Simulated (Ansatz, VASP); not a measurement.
## C in VASP and in Ansatz

The input POSCAR:

```
C
1.0
    2.5221000000      0.0000000000      0.0000000000
   -1.2610500000      2.1842026709      0.0000000000
    0.0000000000      0.0000000000     12.3557000000
C
12
Direct
    0.0000000000      0.0000000000      0.1875000000
    0.0000000000      0.0000000000      0.6875000000
    0.0000000000      0.0000000000      0.3125000000
    0.0000000000      0.0000000000      0.8125000000
    0.3333333333      0.6666666667      0.5208300000
    0.6666666667      0.3333333333      0.0208300000
    0.3333333333      0.6666666667      0.9791700000
    0.6666666667      0.3333333333      0.4791700000
    0.3333333333      0.6666666667      0.6458300000
    0.6666666667      0.3333333333      0.1458300000
    0.3333333333      0.6666666667      0.8541700000
    0.6666666667      0.3333333333      0.3541700000
```

The input INCAR.step1:

```
SYSTEM = C
PREC = Accurate
ENCUT = 520
ISMEAR = 0
SIGMA = 0.1
LREAL = .FALSE.
LASPH = .TRUE.
NELM = 80
NBANDS = 36
GGA = PE
ALGO = Normal
EDIFF = 1E-4
LWAVE = .TRUE.
LCHARG = .FALSE.
```

INCAR.step2

```
SYSTEM = C
PREC = Accurate
ENCUT = 520
EDIFF = 1E-6
ISMEAR = 0
SIGMA = 0.1
LREAL = .FALSE.
LASPH = .TRUE.
NELM = 80
ALGO = Normal
ISIF = 2
LWAVE = .FALSE.
LCHARG = .TRUE.
METAGGA = R2SCAN
LMIXTAU = .TRUE.
LELF = .TRUE.
LVHAR = .TRUE.
NBANDS = 36
ISTART = 1
```

The input KPOINTS:

```
Automatic mesh
0
G
  12 12 2
  0 0 0
```

Input for Ansatz:

```yaml
crystal:
  lattice:
    - [2.5221, 0.0, 0.0]
    - [-1.26105, 2.1842026709, 0.0]
    - [0.0, 0.0, 12.3557]
  atoms:
    - { symbol: C, position: [0.0, 0.0, 0.1875] }
    - { symbol: C, position: [0.0, 0.0, 0.6875] }
    - { symbol: C, position: [0.0, 0.0, 0.3125] }
    - { symbol: C, position: [0.0, 0.0, 0.8125] }
    - { symbol: C, position: [0.3333333333, 0.6666666667, 0.52083] }
    - { symbol: C, position: [0.6666666667, 0.3333333333, 0.02083] }
    - { symbol: C, position: [0.3333333333, 0.6666666667, 0.97917] }
    - { symbol: C, position: [0.6666666667, 0.3333333333, 0.47917] }
    - { symbol: C, position: [0.3333333333, 0.6666666667, 0.64583] }
    - { symbol: C, position: [0.6666666667, 0.3333333333, 0.14583] }
    - { symbol: C, position: [0.3333333333, 0.6666666667, 0.85417] }
    - { symbol: C, position: [0.6666666667, 0.3333333333, 0.35417] }
basis:
  ecutwfc: 500
kpoints:
  mp_grid: { grid: [12, 12, 2] }
hamiltonian:
  xc: r2scan
scf:
  occupations: { method: gaussian, width: 0.1 }
output:
  forces: true
  stress: true
  eigenvalues: true
```

Alike in both runs: task single point; functional r2SCAN; k mesh 12 × 12 × 2; occupations gaussian, width 0.1 eV; no spin polarisation.

|  | VASP | Ansatz |
| --- | --- | --- |
| version | VASP 6.6.1 | Ansatz 0.2.0 |
| potentials or method | VASP PAW PBE potentials, release 64 (C), cutoff 520 eV | scalar-relativistic, plane waves, PAW |
| valence electrons in the cell | 48 | 48 |

|  | VASP | Ansatz | Ansatz less VASP |
| --- | --- | --- | --- |
| gap on the k mesh at the Fermi level (eV) | 4.57 | 4.60 | +0.026 |
| least direct gap on the mesh (eV) | 5.53 | 5.57 | +0.045 |
| pressure (GPa) | -1.0 | -2.1 | -1.08 |
| traceless stress, the component that is largest in VASP (GPa) | 5.82 | 5.80 | -0.019 |
| rms of the force components (eV/Å) | 0.161 | 0.161 | -0.0007 |

VASP's potentials were made for PBE, not for r2SCAN. Atom by atom the forces differ by 0.001 eV/Å (rms over components).
